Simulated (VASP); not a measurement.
Co: single point with PBE

The system is Co.

```
Co
1.0
     2.50740    0.00000    0.00000
    -1.25370    2.17147    0.00000
     0.00000    0.00000    4.06990
Co
2
Direct
  0.33333 0.66667 0.25000
  0.66667 0.33333 0.75000
```

```yaml
Program: VASP 6.6.1
Task: single point
Functional: PBE
Potentials_or_basis: VASP PAW PBE potentials, release 64 (Co)
Cutoff: 520 eV
k_mesh: 12 × 12 × 6
Occupations: fermi-dirac, width 0.15 eV
Spin: collinear spin, antiferromagnetic start
Starting_moments: "[1.8, -1.8] μB"
```

The pressure is -10.8 GPa and the band gap on the k mesh is zero (filled and empty bands overlap). The net moment is 0.00 μB per cell. The site moments are Co +0.77, -0.77 μB and the valence electrons inside the program's atomic spheres are Co 8.23.

Stress tensor (GPa, compression positive):
```
-10.76   0.00   0.00
  0.00 -10.76   0.00
  0.00   0.00 -11.00
```

Levels at points of the mesh, in eV from the Fermi level:
Spin up:
```csv
k point,band 6,band 7,band 8,band 9,band 10,band 11,band 12,band 13
"(0.00, 0.00, 0.00)",-1.17,-1.17,-1.12,-1.12,-0.08,0.21,0.21,6.64
"(0.50, 0.00, 0.00)",-1.68,-1.33,-0.12,0.37,0.76,1.82,3.74,9.73
"(0.00, 0.00, 0.50)",-1.91,-1.59,-1.59,-0.44,-0.44,0.09,0.09,14.88
"(0.50, 0.00, 0.50)",-0.54,-0.49,-0.15,-0.07,0.77,1.82,1.84,7.49
```
Spin down:
```tsv
k point	band 7	band 8	band 9	band 10	band 11	band 12
(0.00, 0.00, 0.00)	-1.17	-1.12	-1.12	-0.08	0.21	0.21
(0.50, 0.00, 0.00)	-1.33	-0.12	0.37	0.76	1.82	3.74
(0.00, 0.00, 0.50)	-1.59	-1.59	-0.44	-0.44	0.09	0.09
(0.50, 0.00, 0.50)	-0.49	-0.15	-0.07	0.77	1.82	1.84
```

Run time: 59 s on 1 thread of Intel(R) Xeon(R) Platinum 8375C CPU @ 2.90GHz (Ice Lake), with other jobs on the host, peak memory 0.17 GiB.
